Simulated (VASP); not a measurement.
Set up this calculation in VASP 6.6.1, as the native input.

- Task: single point
- Functional: PBE
- Potentials or basis: VASP PAW PBE potentials, release 64 (Sn_d, S)
- Cutoff: 520 eV
- k mesh: 4 × 4 × 4
- Occupations: gaussian, width 0.1 eV
- Spin: no spin polarisation
- Dipole correction: no
- Further INCAR settings: ALGO = Normal; EDIFF = 1e-06; NBANDS = 39

The structure of Sn4S lies in POSCAR:

```
Sn4S
1.0
   -3.1922277600      3.1922277600      3.1922277600
    3.1922277600     -3.1922277600      3.1922277600
    3.1922277600      3.1922277600     -3.1922277600
Sn S
4 1
Direct
    0.0000000000      0.0000000000      0.5000000000
    0.5000000000      0.0000000000      0.0000000000
    0.5000000000      0.5000000000      0.5000000000
    0.0000000000      0.5000000000      0.0000000000
    0.0000000000      0.0000000000      0.0000000000
```

The input as run:

INCAR

```
ALGO = Normal
EDIFF = 1E-6
ENCUT = 520
GGA = PE
ISIF = 2
ISMEAR = 0
LASPH = True
LCHARG = False
LREAL = False
LWAVE = False
NBANDS = 39
NELM = 80
PREC = Accurate
SIGMA = 0.1
```

KPOINTS

```
k-points
0
Gamma
  4 4 4
```

Potentials or basis: VASP PAW PBE potentials, release 64 (Sn_d, S).

Launch:

```bash
$ cat potpaw_PBE.64/Sn_d/POTCAR potpaw_PBE.64/S/POTCAR > POTCAR
$ mpirun -np 1 vasp_std > vasp.out
```

It gave:

```
Pressure               : 6.9 GPa
Band gap on the k mesh : zero (band 31 reaches 8.34 eV, above the bottom of band 32 at 6.77 eV)
```

Caveat: spin-orbit coupling is left out, which moves the levels of the heavy elements.

Wall time 28 s on 1 thread of AMD EPYC 9R45 (Zen 5), on a shared host, peak memory 0.22 GiB.
